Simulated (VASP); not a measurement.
Here is a VASP 6.6.1 calculation.

The input INCAR:

```
SYSTEM = Al3In8N12
PREC = Accurate ; ENCUT = 700
EDIFF = 1E-7 ; ISMEAR = 0
SIGMA = 0.1 ; LREAL = Auto
LASPH = .TRUE. ; NELM = 120
ALGO = Normal ; ISIF = 3
LWAVE = .FALSE. ; LCHARG = .FALSE.
GGA = PE ; IBRION = 2
NSW = 70 ; EDIFFG = -0.04
ISYM = -1 ; GGA_COMPAT = .FALSE.
NELMIN = 4 ; KPAR = 1
```

File KPOINTS:

```
explicit points
6
Reciprocal
  0.00000000   0.25000000   0.25000000 2
  0.00000000   0.25000000   0.75000000 2
  0.33333333   0.25000000   0.25000000 2
  0.33333333   0.25000000   0.75000000 2
  0.33333333   0.75000000   0.25000000 2
  0.33333333   0.75000000   0.75000000 2
```

Contents of POSCAR:

```
Al3In8N12
1.0
    0.0000000000      5.9227685382      0.0000000000
    5.1453312758      2.9613842691     -5.5002130701
   -5.1453312758      2.9613842691     -5.5002130701
Al In N
3 8 12
Direct
    0.1419577842      0.5050335449      0.5077077958
    0.6579815031      0.0032550943      0.0030044353
    0.5839157187      0.7571167020      0.7583737132
    0.6649330976      0.6722154076      0.3427880553
    0.1651690154      0.1631308339      0.8420521528
    0.6633326466      0.3401356362      0.6713744677
    0.1655435138      0.8420912291      0.1718156528
    0.0685329049      0.5917880567      0.9202282086
    0.5717415967      0.0960491609      0.4192052265
    0.0680793932      0.9202657190      0.5913834338
    0.5648172812      0.4210305778      0.1011718138
    0.3776483828      0.9585712916      0.6608368070
    0.8733266773      0.4597341020      0.1581134718
    0.3811835068      0.6575461160      0.9589311390
    0.8769111589      0.1564635494      0.4547983451
    0.2616653319      0.4036559689      0.7134783078
    0.7665854181      0.9089385203      0.2084864065
    0.2631376629      0.7040780587      0.4046154650
    0.7547624385      0.2109237655      0.9077208575
    0.8008545162      0.8274212590      0.8353493629
    0.3014378790      0.3295861422      0.3358760590
    0.7854782696      0.5801724690      0.5821386100
    0.2869872401      0.0805469746      0.0783267784
```

Potentials or basis: VASP PAW PBE potentials, release 64 (Al, In_d, N).

Launch:

```console
$ cat potpaw_PBE.64/Al/POTCAR potpaw_PBE.64/In_d/POTCAR potpaw_PBE.64/N/POTCAR > POTCAR
$ mpirun -np 4 vasp_std > vasp.out
```

Q: Predict the relaxed volume.

A: 14.95 Å³/atom.

Q: Predict the band gap on the k mesh.

A: Zero (an odd number of electrons rules out a gap without spin polarisation).

Final structure:
```
Al In N
1.0
    -0.00082    5.96690   -0.00904
     5.16229    2.99114   -5.58568
    -5.16145    2.99252   -5.58416
Al In N
3 8 12
Direct
  0.14947 0.51102 0.51269
  0.66681 0.00085 0.00254
  0.58280 0.75748 0.75898
  0.66740 0.66640 0.34673
  0.16551 0.17138 0.84257
  0.66771 0.34496 0.66806
  0.16549 0.84076 0.17319
  0.07400 0.59238 0.91943
  0.56336 0.09417 0.41536
  0.07382 0.91783 0.59398
  0.56307 0.41399 0.09568
  0.37157 0.95801 0.65713
  0.84371 0.48441 0.14661
  0.37167 0.65554 0.95959
  0.84397 0.14500 0.48602
  0.25918 0.40960 0.71300
  0.76153 0.90643 0.21023
  0.25887 0.71141 0.41146
  0.76130 0.20860 0.90824
  0.80698 0.82805 0.82977
  0.32275 0.34222 0.34384
  0.78361 0.58339 0.58504
  0.32141 0.04590 0.04764
```

Caveat: spin-orbit coupling is left out, which moves the levels of the heavy elements; an odd number of electrons without spin polarisation forces a metal; a magnetic or distorted state may lie lower.
